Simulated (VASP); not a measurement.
Wanted: the native input for a VASP 6.6.1 run.

```
Task                   : single point
Functional             : PBEsol
Potentials or basis    : VASP PAW PBE potentials, release 64 (Cd, Se)
Cutoff                 : 520 eV
k mesh                 : 9 × 9 × 9
Occupations            : fermi-dirac, width 0.05 eV
Spin                   : no spin polarisation
Dipole correction      : no
Further INCAR settings : ALGO = Normal; EDIFF = 1e-06; NBANDS = 29
```

The structure of Cd3Se lies in POSCAR:

```
Cd3Se
1.0
   -2.0409530000      2.0409530000      6.0870800000
    2.0409530000     -2.0409530000      6.0870800000
    2.0409530000      2.0409530000     -6.0870800000
Cd Se
3 1
Direct
    0.5000000000      0.5000000000      0.0000000000
    0.2500000000      0.7500000000      0.5000000000
    0.7500000000      0.2500000000      0.5000000000
    0.0000000000      0.0000000000      0.0000000000
```

These files were run (other wordings do the same):

INCAR

```
PREC = Accurate ; ENCUT = 520
EDIFF = 1E-6 ; ISMEAR = -1
SIGMA = 0.05 ; LREAL = False
LASPH = True ; NELM = 60
ALGO = Normal ; ISIF = 2
LWAVE = False ; LCHARG = True
GGA = PS ; LELF = True
LVHAR = True ; NBANDS = 29
```

KPOINTS

```
regular mesh
0
Gamma
  9 9 9
```

Potentials or basis: VASP PAW PBE potentials, release 64 (Cd, Se).

Command:

```console
$ cat potpaw_PBE.64/Cd/POTCAR potpaw_PBE.64/Se/POTCAR > POTCAR
$ mpirun -np 1 vasp_std > vasp.out
```

It gave:

* Pressure: -3.5 GPa
* Band gap on the k mesh: zero (band 21 reaches 2.74 eV, above the bottom of band 22 at 1.13 eV)

Caveat: the PAW data sets were made with another functional, which shifts forces and pressure a little.

Run time: 6.3 min on 1 thread of AMD EPYC 7R13 Processor (Zen 3), with other jobs on the host, peak memory 0.43 GiB.
